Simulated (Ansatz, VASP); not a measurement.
## ZnCd2Se3 in VASP and in Ansatz

```
CELL_PARAMETERS angstrom
3.96069 0.00000 0.00000
-1.98035 3.43006 0.00000
0.00000 0.00000 9.77892
ATOMIC_POSITIONS crystal
Zn 0.00000 0.00000 0.00000
Cd 0.33333 0.66667 0.67303
Cd 0.66667 0.33333 0.32697
Se 0.00000 0.00000 0.50000
Se 0.33333 0.66667 0.15070
Se 0.66667 0.33333 0.84930
```

Change from the starting cell: species swapped into the K3BrCl2 type (P-3m1, No. 164).

Alike in both runs: functional PBE; k mesh 12 × 12 × 4; occupations gaussian, width 0.1 eV; no spin polarisation.

Ansatz relaxed the structure, and its values are those at the end. VASP's run is a single point on that final structure, the one shown.

```csv
,VASP,Ansatz
version,VASP 6.6.1,Ansatz 0.2.0
potentials or method,"VASP PAW PBE potentials, release 64 (Zn, Cd, Se), cutoff 520 eV","scalar-relativistic, plane waves, PAW"
valence electrons in the cell,54,100
```

Ansatz gave:

| Item | Value |
| --- | --- |
| gap on the k mesh at the Fermi level (eV) | none |
| pressure (GPa) | 0.0 |
| rms of the force components (eV/Å) | 0.003 |

Task: What did VASP give for the same quantities?

Result: gap on the k mesh at the Fermi level (eV): none; pressure (GPa): 0.3; rms of the force components (eV/Å): 0.006.

A gap of «none» marks a metal or a gap that the smearing closes. VASP's potentials hold 54 valence electrons a cell and Ansatz's 100, so a difference there can come from the potentials and not from the codes.
